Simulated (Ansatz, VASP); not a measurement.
# Ge: VASP beside Ansatz

INCAR

```
  PREC = Accurate
  ENCUT = 520
  EDIFF = 1E-6
  ISMEAR = 0
  SIGMA = 0.1
  LREAL = F
  LASPH = T
  NELM = 60
  ALGO = Normal
  ISIF = 2
  LWAVE = F
  LCHARG = F
  GGA = PS
  NBANDS = 21
```

KPOINTS

```
Automatic mesh
0
Gamma
  14 14 8
```

File POSCAR:

```
Ge
1.0
    1.4642291977     -2.5859973998     -0.0148805293
    1.4642291977      2.5859973998     -0.0148805293
   -0.0472759579      0.0000000000      4.7080708194
Ge
2
Direct
    0.7147286891      0.2852713109      0.2500000000
    0.2852713109      0.7147286891      0.7500000000
```

Input for Ansatz:

```yaml
crystal:
  lattice:
    - [1.4642291977, -2.5859973998, -0.0148805293]
    - [1.4642291977, 2.5859973998, -0.0148805293]
    - [-0.0472759579, 0.0, 4.7080708194]
  atoms:
    - { symbol: Ge, position: [0.7147286891, 0.2852713109, 0.25] }
    - { symbol: Ge, position: [0.2852713109, 0.7147286891, 0.75] }
basis:
  ecutwfc: 420
kpoints:
  mp_grid: { grid: [14, 14, 8] }
hamiltonian:
  xc: pbesol
scf:
  occupations: { method: gaussian, width: 0.1 }
output:
  forces: true
  stress: true
  eigenvalues: true
```

Alike in both runs: task single point; functional PBEsol; k mesh 14 × 14 × 8; occupations gaussian, width 0.1 eV; no spin polarisation.

|  | VASP | Ansatz |
| --- | --- | --- |
| version | VASP 6.6.1 | Ansatz 0.2.0 |
| potentials or method | VASP PAW PBE potentials, release 64 (Ge_d), cutoff 520 eV | scalar-relativistic, plane waves, PAW |
| valence electrons in the cell | 28 | 28 |

```csv
,VASP,Ansatz,Ansatz less VASP
gap on the k mesh at the Fermi level (eV),none,none,-
pressure (GPa),3.0,2.9,-0.11
"traceless stress, the component that is largest in VASP (GPa)",-4.27,-4.27,-0.001
rms of the force components (eV/Å),0.021,0.021,+0.0005
```

VASP's potentials were made for PBE, not for PBEsol. Atom by atom the forces differ by 0.001 eV/Å (rms over components). A gap of «none» marks a metal or a gap that the smearing closes.
